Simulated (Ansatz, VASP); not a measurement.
**PbSe: VASP beside Ansatz**

```
CELL_PARAMETERS angstrom
0.00000 3.06215 3.12339
3.06215 0.00000 3.12339
3.06215 3.06215 0.00000
ATOMIC_POSITIONS crystal
Pb 0.00000 0.00000 0.00000
Se 0.50000 0.50000 0.50000
```

Change from the starting cell: zz strain of +2 %, crystal datasets.

Alike in both runs: task electric field gradients; functional PBE; k mesh 9 × 9 × 9; occupations fermi-dirac, width 0.01 eV; no spin polarisation.

```csv
,VASP,Ansatz
version,VASP 6.6.1,Ansatz 0.2.0
potentials or method,"VASP PAW PBE potentials, release 64 (Pb_d, Se), cutoff 520 eV","all-electron PAW with datasets made for the crystal, scalar-relativistic"
```

|  | VASP | Ansatz | Ansatz less VASP |
| --- | --- | --- | --- |
| gap on the k mesh at the Fermi level (eV) | 0.71 | 0.71 | -0.003 |
| pressure (GPa) | 1.3 | 1.3 | +0.01 |
| traceless stress, the component that is largest in VASP (GPa) | -1.48 | -1.48 | +0.005 |
| size of Vzz on the site where it differs most (V/Å²) | 59.0 | 64.1 | +5.07 |

Ansatz ran all-electron here, and VASP with PAW potentials.

Neither program's run includes spin-orbit coupling.
